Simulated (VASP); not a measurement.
Runs of VASP 6.6.1 on Sc. The structure is that of space group Fm-3m (No. 225), or close to it. The cells are those of the table. 

```csv
cell,gap on the mesh (eV),pressure (GPa)
"a = 2.671 Å, angles 60.0°, 1 atom",none,63.7
"a = 2.940 Å, angles 60.0°, 1 atom",none,18.3
"a = 2.812 Å, angles 60.0°, 1 atom",none,(b)
"a = 3.058 Å, angles 60.0°, 1 atom",none,(a)
"a = 3.167 Å, angles 60.0°, 1 atom",none,0.1
```

Alike in all rows: task single point; level LDA; potentials or basis VASP PAW LDA potentials, release 64 (Sc_sv); no spin polarisation; k mesh 15 × 15 × 15; cutoff (eV) 520; smearing fermi-dirac 0.1 eV.

Task: Estimate the missing entries.

Result: (a) 7.3; (b) 35.8.

A gap of «none» marks levels without a gap at the run's occupations.
